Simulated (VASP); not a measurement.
Runs of VASP 6.6.1 on ZnO. The structure is that of space group P6_3mc (No. 186), or close to it. The cells are those of the table. 

| task | cell | gap on the mesh (eV) | pressure (GPa) | largest force (eV/Å) |
| --- | --- | --- | --- | --- |
| electric field gradients | a = 3.282, b = 3.282, c = 5.204 Å, angles 90.0, 90.0, 120.0°, 4 atoms | (b) | -8.5 | 0.03 |
| single point | a = 3.183, b = 3.183, c = 5.098 Å, angles 90.0, 90.0, 120.0°, 4 atoms | 0.84 | (c) | 0.04 |
| electric field gradients | a = 3.347, b = 3.347, c = 5.204 Å, angles 90.0, 90.0, 120.0°, 4 atoms | 0.67 | (a) | 0.12 |
| electric field gradients | a = 3.205, b = 3.205, c = 5.133 Å, angles 90.0, 90.0, 120.0°, 4 atoms | 0.81 | 0.0 | 0.04 |
| electric field gradients | a = 3.228, b = 3.228, c = 5.169 Å, angles 90.0, 90.0, 120.0°, 4 atoms | 0.78 | -3.2 | 0.04 |

Alike in all rows: level LDA; potentials or basis VASP PAW LDA potentials, release 64 (Zn, O); no spin polarisation; k mesh 11 × 11 × 6; cutoff (eV) 520; smearing fermi-dirac 0.02 eV.

Question: Estimate the missing entries.

Answer: (a) -12.8; (b) 0.72; (c) 3.4.

Caveats: the cell stands under tension (at least some runs); the cell stands under pressure (at least some runs).

